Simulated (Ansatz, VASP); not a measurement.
**One calculation of TlB2, two programs**

```
CELL_PARAMETERS angstrom
0.00000 3.49874 3.49874
3.49874 0.00000 3.49874
3.49874 3.49874 0.00000
ATOMIC_POSITIONS crystal
Tl 0.00000 0.00000 0.00000
Tl 0.25000 0.25000 0.25000
B 0.62500 0.62500 0.62500
B 0.12500 0.62500 0.62500
B 0.62500 0.62500 0.12500
B 0.62500 0.12500 0.62500
```

Alike in both runs: functional PBE; k mesh 10 × 10 × 10; occupations gaussian, width 0.1 eV; no spin polarisation.

Ansatz relaxed the structure, and its values are those at the end. VASP's run is a single point on that final structure, the one shown.

|  | VASP | Ansatz |
| --- | --- | --- |
| version | VASP 6.6.1 | Ansatz 0.2.0 |
| potentials or method | VASP PAW PBE potentials, release 64 (Tl_d, B), cutoff 520 eV | scalar-relativistic, plane waves, PAW |
| valence electrons in the cell | 38 | 38 |

VASP gave:

```
gap on the k mesh at the Fermi level (eV) : none
pressure (GPa)                            : -0.1
```

**Question.** Which values does Ansatz return?

**Answer.** gap on the k mesh at the Fermi level (eV): none; pressure (GPa): 0.0.

A gap of «none» marks a metal or a gap that the smearing closes.

Neither program's run includes spin-orbit coupling.
